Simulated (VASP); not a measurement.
A run of VASP 6.6.1 is set up as follows.

File INCAR:

```
ALGO = Normal
EDIFF = 1E-6
ENCUT = 600
GGA = PE
GGA_COMPAT = F
ISIF = 2
ISMEAR = 0
LASPH = T
LCHARG = T
LELF = T
LREAL = F
LVHAR = T
LWAVE = F
NBANDS = 15
NELM = 120
PREC = Accurate
SIGMA = 0.02
```

The input KPOINTS:

```
k-points
0
Gamma
  10 10 10
```

The input POSCAR:

```
CaO
1.0
    0.0000000000      2.2105048660      2.2105048660
    2.2105048660      0.0000000000      2.2105048660
    2.2105048660      2.2105048660      0.0000000000
Ca O
1 1
Direct
    0.0000000000      0.0000000000      0.0000000000
    0.5000000000      0.5000000000      0.5000000000
```

Potentials or basis: VASP PAW PBE potentials, release 64 (Ca_sv, O).

The run is started by

```bash
$ cat potpaw_PBE.64/Ca_sv/POTCAR potpaw_PBE.64/O/POTCAR > POTCAR
$ mpirun -np 1 vasp_std > vasp.out
```

**Question.** Estimate the band gap on the k mesh.

**Answer.** 3.38 eV (least direct gap 3.63 eV).

**Question.** What does it give for the pressure?

**Answer.** 51.6 GPa.

Caveat: the cell stands under pressure. A k mesh can miss the band edges.
